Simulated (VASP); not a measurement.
# TiO2 (Cmcm) in VASP: notebook

TiO2 is run at these levels: PBE, PBEsol, PBEsol+U; tasks: single point.

Program: VASP 6.6.1. These are calculated values, not measurements. Logs are shortened: lines on timing, memory, paths and dates and some standing lists are left out, and cuts for length are marked.

## 1. The cell of the first run

The structure is orthorhombic, space group Cmcm (No. 63). The conventional cell has a = 2.948 Å, b = 9.593 Å, c = 10.235 Å, α = 90.00°, β = 90.00°, γ = 90.00°. Within 2.4 Å of Ti (site symmetry m) lie 6 O at 1.83 to 2.19 Å. Within 2.8 Å of O (site symmetry 2/m) lie 4 Ti at 2.13 Å and 2 O at 2.66 Å. Within 2.4 Å of O (site symmetry m2m) lie 2 Ti at 1.83 Å. Within 2.8 Å of O (site symmetry m) lie 3 Ti at 1.89 to 2.19 Å and 5 O at 2.57 to 2.78 Å.

## 2. Single point, PBE

INCAR

```
ALGO     = Normal         # electronic algorithm
EDIFF    = 1E-6           # SCF threshold, eV
ENCUT    = 520            # plane-wave cutoff, eV
GGA      = PE             # functional
ISIF     = 2              # what is computed and relaxed
ISMEAR   = -1             # smearing method
LASPH    = True           # aspherical terms in the spheres
LCHARG   = False          # write CHGCAR
LREAL    = False          # projectors in reciprocal space
LWAVE    = False          # write WAVECAR
NBANDS   = 60             # bands
NELM     = 80             # most SCF steps
PREC     = Accurate       # precision mode
SIGMA    = 0.05           # smearing width, eV
```

KPOINTS

```
k-points
0
Gamma
  7 7 2
```

POSCAR

```
TiO2
1.0
    1.4740970000     -4.7965300000      0.0000000000
    1.4740970000      4.7965300000      0.0000000000
    0.0000000000      0.0000000000     10.2352230000
Ti O
4 8
Direct
    0.8669130000      0.1330870000      0.5831420000
    0.1330870000      0.8669130000      0.4168580000
    0.8669130000      0.1330870000      0.9168580000
    0.1330870000      0.8669130000      0.0831420000
    0.5000000000      0.5000000000      0.5000000000
    0.5000000000      0.5000000000      0.0000000000
    0.9342350000      0.0657650000      0.7500000000
    0.0657650000      0.9342350000      0.2500000000
    0.7544000000      0.2456000000      0.1028660000
    0.2456000000      0.7544000000      0.8971340000
    0.2456000000      0.7544000000      0.6028660000
    0.7544000000      0.2456000000      0.3971340000
```

Potentials or basis: VASP PAW PBE potentials, release 64 (Ti_sv, O).

Command:

```
> cat potpaw_PBE.64/Ti_sv/POTCAR potpaw_PBE.64/O/POTCAR > POTCAR
> mpirun -np 1 vasp_std > vasp.out
```

OUTCAR:

```text
EDIFF = 1E-6
   ENCUT = 520
   GGA = PE
   ISIF = 2
   ISMEAR = -1
   LASPH = True
   LREAL = False
   NELM = 80
   PREC = Accurate

 ion  position               nearest neighbor table
   1  0.867  0.133  0.583-   7 1.83  11 1.89  11 1.89   5 2.13   5 2.13  12 2.19
   2  0.133  0.867  0.417-   8 1.83  12 1.89  12 1.89   5 2.13   5 2.13  11 2.19
   3  0.867  0.133  0.917-   7 1.83  10 1.89  10 1.89   6 2.13   6 2.13   9 2.19
   4  0.133  0.867  0.083-   8 1.83   9 1.89   9 1.89   6 2.13   6 2.13  10 2.19
   5  0.500  0.500  0.500-   2 2.13   1 2.13   2 2.13   1 2.13
   6  0.500  0.500  0.000-   4 2.13   3 2.13   4 2.13   3 2.13
   7  0.934  0.066  0.750-   1 1.83   3 1.83
   8  0.066  0.934  0.250-   2 1.83   4 1.83
   9  0.754  0.246  0.103-   4 1.89   4 1.89   3 2.19
  10  0.246  0.754  0.897-   3 1.89   3 1.89   4 2.19
  11  0.246  0.754  0.603-   1 1.89   1 1.89   2 2.19
  12  0.754  0.246  0.397-   2 1.89   2 1.89   1 2.19

  LATTYP: Found a base centered orthorhombic cell.
 ALAT       =     2.9481940000
 B/A-ratio  =     3.2538767802
 C/A-ratio  =     3.4716925006

  Lattice vectors:

 A1 = (   1.4740970000,  -4.7965300000,   0.0000000000)
 A2 = (   1.4740970000,   4.7965300000,   0.0000000000)
 A3 = (   0.0000000000,   0.0000000000,  10.2352230000)

Analysis of symmetry for initial positions (statically):
=====================================================================
 Subroutine PRICEL returns:
 Original cell was already a primitive cell.

 Routine SETGRP: Setting up the symmetry group for a
 base centered orthorhombic supercell.

 Subroutine GETGRP returns: Found  8 space group operations
 (whereof  4 operations were pure point group operations)
 out of a pool of  8 trial point group operations.

The static configuration has the point symmetry C_2h.
 The point group associated with its full space group is D_2h.

Analysis of symmetry for dynamics (positions and initial velocities):
=====================================================================
 Subroutine PRICEL returns:
 Original cell was already a primitive cell.

 Routine SETGRP: Setting up the symmetry group for a
 base centered orthorhombic supercell.

 Subroutine GETGRP returns: Found  8 space group operations
 (whereof  4 operations were pure point group operations)
 out of a pool of  8 trial point group operations.

The dynamic configuration has the point symmetry C_2h.
 The point group associated with its full space group is D_2h.

 Subroutine INISYM returns: Found  8 space group operations
 (whereof  4 operations are pure point group operations),
 and found     1 'primitive' translations

----------------------------------------------------------------------------------------

                                     Primitive cell

  volume of cell :     144.7373

  direct lattice vectors                    reciprocal lattice vectors
     1.474097000 -4.796530000  0.000000000     0.339190705 -0.104242025  0.000000000
     1.474097000  4.796530000  0.000000000     0.339190705  0.104242025  0.000000000
     0.000000000  0.000000000 10.235223000     0.000000000  0.000000000  0.097701828

  length of vectors
     5.017934038  5.017934038 10.235223000     0.354847480  0.354847480  0.097701828

  position of ions in fractional coordinates (direct lattice)
     0.866913000  0.133087000  0.583142000
     0.133087000  0.866913000  0.416858000
     0.866913000  0.133087000  0.916858000
     0.133087000  0.866913000  0.083142000
     0.500000000  0.500000000  0.500000000
     0.500000000  0.500000000  0.000000000
     0.934235000  0.065765000  0.750000000
     0.065765000  0.934235000  0.250000000
     0.754400000  0.245600000  0.102866000
     0.245600000  0.754400000  0.897134000
     0.245600000  0.754400000  0.602866000
     0.754400000  0.245600000  0.397134000

  ion indices of the primitive-cell ions
   primitive index   ion index
                 1           1
                 2           2
                 3           3
                 4           4
                 5           5
                 6           6
                 7           7
                 8           8
                 9           9
                10          10
                11          11
                12          12

----------------------------------------------------------------------------------------

 KPOINTS: k-points

Automatic generation of k-mesh.
 Grid dimensions read from file:
 generate k-points for:    7    7    2

 Generating k-lattice:

  Cartesian coordinates                     Fractional coordinates (reciprocal lattice)
     0.048455815 -0.014891718  0.000000000     0.142857143  0.000000000  0.000000000
     0.048455815  0.014891718  0.000000000     0.000000000  0.142857143  0.000000000
     0.000000000  0.000000000  0.048850914     0.000000000  0.000000000  0.500000000

  Length of vectors
     0.050692497  0.050692497  0.048850914

  Shift w.r.t. Gamma in fractional coordinates (k-lattice)
     0.000000000  0.000000000  0.000000000

 Subroutine IBZKPT returns following result:
 ===========================================

 Found     32 irreducible k-points:

 Following reciprocal coordinates:
            Coordinates               Weight
  0.000000  0.000000  0.000000      1.000000
  0.142857  0.000000  0.000000      4.000000
  0.285714 -0.000000  0.000000      4.000000
  0.428571 -0.000000  0.000000      4.000000
  0.142857  0.142857  0.000000      2.000000
  0.285714  0.142857  0.000000      4.000000
[... 16 lines left out ...]
  0.428571  0.142857  0.500000      4.000000
 -0.428571  0.142857  0.500000      4.000000
 [... further k-points ...]
   k-points           NKPTS =     32   k-points in BZ     NKDIM =     32   number of bands    NBANDS=     60
   number of dos      NEDOS =    301   number of ions     NIONS =     12
   total plane-waves  NPLWV = 128000
   dimension x,y,z NGX =    40 NGY =   40 NGZ =   80
   dimension x,y,z NGXF=    80 NGYF=   80 NGZF=  160
   ions per type =               4   8
   NGX,Y,Z   is equivalent  to a cutoff of  13.25, 13.25, 12.99 a.u.
   NGXF,Y,Z  is equivalent  to a cutoff of  26.50, 26.50, 25.99 a.u.
 SYSTEM =  unknown system
   PREC   = accura    normal or accurate (medium, high low for compatibility)
   ISTART =      0    job   : 0-new  1-cont  2-samecut
   ICHARG =      2    charge: 1-file 2-atom 10-const
   ISPIN  =      1    spin polarized calculation?
   LNONCOLLINEAR =      F non collinear calculations
   LSORBIT =      F    spin-orbit coupling
   LASPH  =      T    aspherical Exc in radial PAW
   ENCUT  =  520.0 eV  38.22 Ry    6.18 a.u.   9.33  9.33 19.03*2*pi/ulx,y,z
   NELM   =     80;   NELMIN=  2; NELMDL= -5     # of ELM steps
   EDIFF  = 0.1E-05   stopping-criterion for ELM
   LREAL  =      F    real-space projection
   EDIFFG = 0.1E-04   stopping-criterion for IOM
   NSW    =      0    number of steps for IOM
   IBRION =     -1    ionic relax: 0-MD 1-quasi-New 2-CG
   NFREE  =      0    steps in history (QN), initial steepest desc. (CG)
   ISIF   =      2    stress and relaxation
   ISYM   =      2    0-nonsym 1-usesym 2-fastsym
   POTIM  = 0.5000    time-step for ionic-motion
   TEBEG  =    0.0;   TEEND  =   0.0 temperature during run
   PSTRESS=    0.0 pullay stress
   NELECT =      96.0000    total number of electrons
   NUPDOWN=      -1.0000    fix difference up-down
   EMIN   =  10.00;   EMAX   =-10.00  energy-range for DOS
   EFERMI =   0.00;   METHOD = LEGACY
   ISMEAR =    -1;   SIGMA  =   0.05  broadening in eV -4-tet -1-fermi 0-gaus
   EFERMI_NEDOS =   21; number of points for ismear=-14 and -15
   IALGO  =     38    algorithm
   IMIX   =      4    mixing-type and parameters
     AMIX     =   0.40;   BMIX     =  1.00
     AMIX_MAG =   1.60;   BMIX_MAG =  1.00
  volume/ion in A,a.u.               =      12.06        81.39
  Fermi-wavevector in a.u.,A,eV,Ry     =   1.427705  2.697971 27.733310  2.038341
  Thomas-Fermi vector in A             =   2.547846
   LORBIT       =      0    0 simple, 1 ext, 2 COOP (PROOUT), +10 PAW based schemes
   GGA     = PE    functional components
   LHFCALC =     F    Hartree Fock is set to
   AEXX    =    0.0000 exact exchange contribution
   IVDW    =     0    specifies the selected vdW correction
   LEPSILON=     F    determine dielectric tensor
   LRPA    =     F    only Hartree local field effects (RPA)
 non-spin polarized calculation
  energy-cutoff  :      520.00
  volume of cell :      144.74
 maximum number of plane-waves:      3942
 NGX is ok and might be reduce to    40
   NGX = 19   NGY = 19   NGZ = 39

 number of electron      95.9999996 magnetization

 Free energy of the ion-electron system (eV)
  ---------------------------------------------------
  ext. energy  EPLUGINS =         0.00000000
  ---------------------------------------------------
  free energy    TOTEN  =      -106.01319008 eV

  energy without entropy =     -106.01319008  energy(sigma->0) =     -106.01319008

 E-fermi :   3.7165     XC(G=0): -10.3809

 val. band max:        2.5817747704   @ k =   0.4286   0.4286   0.0000
 cond. band min:       5.1525579550   @ k =  -0.4286   0.4286   0.0000
 fundamental gap:      2.5707831846
 Fermi energy:         3.7165236910

 k-point     1 :       0.0000    0.0000    0.0000
  band No.  band energies     occupation
      1     -53.6790      2.00000
      2     -53.6744      2.00000
      3     -53.6506      2.00000
      4     -53.6460      2.00000
      5     -30.1011      2.00000
      6     -30.0847      2.00000
[... 52 lines left out ...]
     59       6.8636      0.00000
     60       7.1676      0.00000

 k-point     2 :       0.1429    0.0000    0.0000
  band No.  band energies     occupation
      1     -53.6702      2.00000
      2     -53.6656      2.00000
      3     -53.6442      2.00000
      4     -53.6396      2.00000
      5     -30.0845      2.00000
      6     -30.0659      2.00000
[... 1383 lines left out ...]
      4     -53.6305      2.00000
      5     -30.0652      2.00000
      6     -30.0652      2.00000
[... 52 lines left out ...]
     59       7.2078      0.00000
     60       7.2078      0.00000

 [... further k-points ...]

------------------------ aborting loop because EDIFF is reached ----------------------------------------

  FORCE on cell =-STRESS in cart. coord.  units (eV):
  Direction    XX          YY          ZZ          XY          YZ          ZX
  --------------------------------------------------------------------------------------
  -------------------------------------------------------------------------------------
  Total       -0.6581529     -0.6552868     -0.6533202      0.0000000     -0.0000000      0.0000000
  in kB       -7.2854580     -7.2537318     -7.2319618      0.0000000     -0.0000000      0.0000000
  external PRESSURE =      -7.2570505 kB  Pullay stress =       0.0000000 kB

 VOLUME and BASIS-vectors are now :
 -----------------------------------------------------------------------------
  energy-cutoff  :      520.00
  volume of cell :      144.74
      direct lattice vectors                 reciprocal lattice vectors
     1.474097000 -4.796530000  0.000000000     0.339190705 -0.104242025  0.000000000
     1.474097000  4.796530000  0.000000000     0.339190705  0.104242025  0.000000000
     0.000000000  0.000000000 10.235223000     0.000000000  0.000000000  0.097701828

 POSITION                                       TOTAL-FORCE (eV/Angst)
 -----------------------------------------------------------------------------------
      1.47410     -3.51982      5.96859        -0.000000      0.050802      0.076165
      1.47410      3.51982      4.26663        -0.000000     -0.050802     -0.076165
      1.47410     -3.51982      9.38425        -0.000000      0.050802     -0.076165
      1.47410      3.51982      0.85098        -0.000000     -0.050802      0.076165
      1.47410      0.00000      5.11761         0.000000      0.000000      0.000000
      1.47410      0.00000      0.00000        -0.000000      0.000000      0.000000
      1.47410     -4.16564      7.67642        -0.000000      0.020440      0.000000
      1.47410      4.16564      2.55881        -0.000000     -0.020440      0.000000
      1.47410     -2.44047      1.05286        -0.000000      0.045836     -0.027348
      1.47410      2.44047      9.18237        -0.000000     -0.045836      0.027348
      1.47410      2.44047      6.17047        -0.000000     -0.045836     -0.027348
      1.47410     -2.44047      4.06476        -0.000000      0.045836      0.027348
 -----------------------------------------------------------------------------------
    total drift:                                0.000000      0.000000      0.000000

  FREE ENERGIE OF THE ION-ELECTRON SYSTEM (eV)
  ---------------------------------------------------
  free  energy   TOTEN  =      -106.0131900780 eV

  energy  without entropy=     -106.0131900780  energy(sigma->0) =     -106.01319008
```

Wall time 17 min (1 thread of Intel Xeon 8259CL, shared host); peak memory 0.43 GiB.

What came out:

- Free energy: -106.0132 eV
- Pressure: -0.7 GPa
- Largest force: 0.092 eV/Å
- Band gap on the k mesh: 2.57 eV (least direct gap 2.68 eV)

Forces in eV/Å, atoms in the order of the input:
```
Ti   0.000  0.051  0.076
Ti   0.000 -0.051 -0.076
Ti   0.000  0.051 -0.076
Ti   0.000 -0.051  0.076
O    0.000  0.000  0.000
O    0.000  0.000  0.000
O    0.000  0.020  0.000
O    0.000 -0.020  0.000
O    0.000  0.046 -0.027
O    0.000 -0.046  0.027
O    0.000 -0.046 -0.027
O    0.000  0.046  0.027
```

A k mesh can miss the band edges.

## 3. Single point, PBEsol

INCAR

```
  PREC = Accurate
  ENCUT = 520
  EDIFF = 1E-6
  ISMEAR = -1
  SIGMA = 0.05
  LREAL = F
  LASPH = T
  NELM = 100
  ALGO = Normal
  ISIF = 2
  LWAVE = F
  LCHARG = F
  GGA = PS
  NBANDS = 60
```

KPOINTS

```
Automatic mesh
0
Gamma
  9 9 3
```

POSCAR is that of step 2.

Potentials or basis: VASP PAW PBE potentials, release 64 (Ti_sv, O).

Command:

```
> cat potpaw_PBE.64/Ti_sv/POTCAR potpaw_PBE.64/O/POTCAR > POTCAR
> mpirun -np 1 vasp_std > vasp.out
```

Wall time 19 min (1 thread of AMD EPYC 7R43 (Zen 3), shared host); peak memory 0.5 GiB.

Results (log left out):

```yaml
Free_energy: -110.5884 eV
Pressure: -6.3 GPa
Largest_force: 0.340 eV/Å
Band_gap_on_the_k_mesh: 2.52 eV (least direct gap 2.61 eV)
```

Forces on the atoms (eV/Å):
```
Ti   0.000  0.132  0.089
Ti   0.000 -0.132 -0.089
Ti   0.000  0.132 -0.089
Ti   0.000 -0.132  0.089
O    0.000  0.000  0.000
O    0.000  0.000  0.000
O    0.000  0.240  0.000
O    0.000 -0.240  0.000
O    0.000  0.270 -0.206
O    0.000 -0.270  0.206
O    0.000 -0.270 -0.206
O    0.000  0.270  0.206
```

Stress tensor (GPa, compression positive):
```
-6.96  0.00  0.00
 0.00 -5.88  0.00
 0.00  0.00 -6.15
```

Levels at points of the mesh, in eV from the valence-band top:
| k point | band 44 | band 45 | band 46 | band 47 | band 48 | band 49 | band 50 | band 51 | band 52 | band 53 |
| --- | --- | --- | --- | --- | --- | --- | --- | --- | --- | --- |
| (0.00, 0.00, 0.00) | -0.65 | -0.50 | -0.44 | -0.14 | -0.12 | 2.74 | 2.75 | 3.00 | 3.50 | 3.62 |

Caveat: the cell stands under tension; the PAW data sets were made with another functional, which shifts forces and pressure a little.

## 4. Single point, PBEsol+U

INCAR

```
PREC     = Accurate       # precision mode
ENCUT    = 520            # plane-wave cutoff, eV
EDIFF    = 1E-6           # SCF threshold, eV
ISMEAR   = -1             # smearing method
SIGMA    = 0.05           # smearing width, eV
LREAL    = F              # projectors in reciprocal space
LASPH    = T              # aspherical terms in the spheres
NELM     = 150            # most SCF steps
ALGO     = Normal         # electronic algorithm
ISIF     = 2              # what is computed and relaxed
LWAVE    = F              # write WAVECAR
LCHARG   = F              # write CHGCAR
LMAXMIX  = 4              # l up to which the mixer works
LDAU     = T              # DFT+U
LDAUTYPE = 2            
LDAUL    = 2 -1           # shell
LDAUU    = 6 0            # U, eV
LDAUJ    = 0 0          
LDAUPRINT= 1            
GGA      = PS             # functional
NBANDS   = 60             # bands
```

KPOINTS is that of step 3.

POSCAR is that of step 3.

Command:

```
> cat potpaw_PBE.64/Ti_sv/POTCAR potpaw_PBE.64/O/POTCAR > POTCAR
> mpirun -np 1 vasp_std > vasp.out
```

Run time: 31 min. Hardware: 1 thread of Oxide Virtual Turin-like, shared host; peak memory 0.51 GiB.

The run converged. Its results:

```yaml
Free_energy: -93.9430 eV
Pressure: 4.1 GPa
Largest_force: 0.778 eV/Å
Band_gap_on_the_k_mesh: 3.03 eV (least direct gap 3.13 eV)
```

Forces in eV/Å, atoms in the order of the input:
```
Ti   0.000 -0.186 -0.755
Ti   0.000  0.186  0.755
Ti   0.000 -0.186  0.755
Ti   0.000  0.186 -0.755
O    0.000  0.000  0.000
O    0.000  0.000  0.000
O    0.000 -0.472  0.000
O    0.000  0.472  0.000
O    0.000 -0.739 -0.048
O    0.000  0.739  0.048
O    0.000  0.739 -0.048
O    0.000 -0.739  0.048
```

Stress tensor (GPa, compression positive):
```
6.64 0.00 0.00
0.00 3.26 0.00
0.00 0.00 2.27
```

Levels at points of the mesh, in eV from the valence-band top:
```
           k point  band 46  band 47  band 48  band 49  band 50  band 51
(0.00, 0.00, 0.00)    -0.45    -0.18    -0.16     3.35     3.40     3.76
```

Eigenvalues of the final occupation matrices:
```tsv
site	spin	trace	eigenvalues
site 1 d	1	0.81	0.09 0.11 0.11 0.24 0.26
site 1 d	2	0.81	0.09 0.11 0.11 0.24 0.26
site 2 d	1	0.81	0.09 0.11 0.11 0.24 0.26
site 2 d	2	0.81	0.09 0.11 0.11 0.24 0.26
site 3 d	1	0.81	0.09 0.11 0.11 0.24 0.26
site 3 d	2	0.81	0.09 0.11 0.11 0.24 0.26
site 4 d	1	0.81	0.09 0.11 0.11 0.24 0.26
site 4 d	2	0.81	0.09 0.11 0.11 0.24 0.26
```

Caveat: the cell stands under pressure; the PAW data sets were made with another functional, which shifts forces and pressure a little. A k mesh can miss the band edges.

## 5. The runs side by side

```tsv
level	U	k mesh	gap on the mesh (eV)	pressure (GPa)	largest force (eV/Å)
PBE	-	7 × 7 × 2	2.57	-0.7	0.09
PBEsol	-	9 × 9 × 3	2.52	-6.3	0.34
PBEsol+U	Ti d U = 6.0 eV	9 × 9 × 3	3.03	4.1	0.78
```

Alike in all rows: task single point; potentials or basis VASP PAW PBE potentials, release 64 (Ti_sv, O); no spin polarisation; cell as given; cutoff (eV) 520; smearing fermi-dirac 0.05 eV.

On the cell as given the gap runs from 2.52 eV (PBEsol) to 3.03 eV (PBEsol+U); the meshes differ, which moves gaps too. The pressure there spans -6.3 GPa (PBEsol) to 4.1 GPa (PBEsol+U); a positive pressure means that this level wants a larger cell, a negative one a smaller.

Caveats: the PAW data sets were made with another functional, which shifts forces and pressure a little (at least some runs); the cell stands under tension (at least some runs); the cell stands under pressure (at least some runs).

Absolute energies hang on the potentials; compare differences alone.
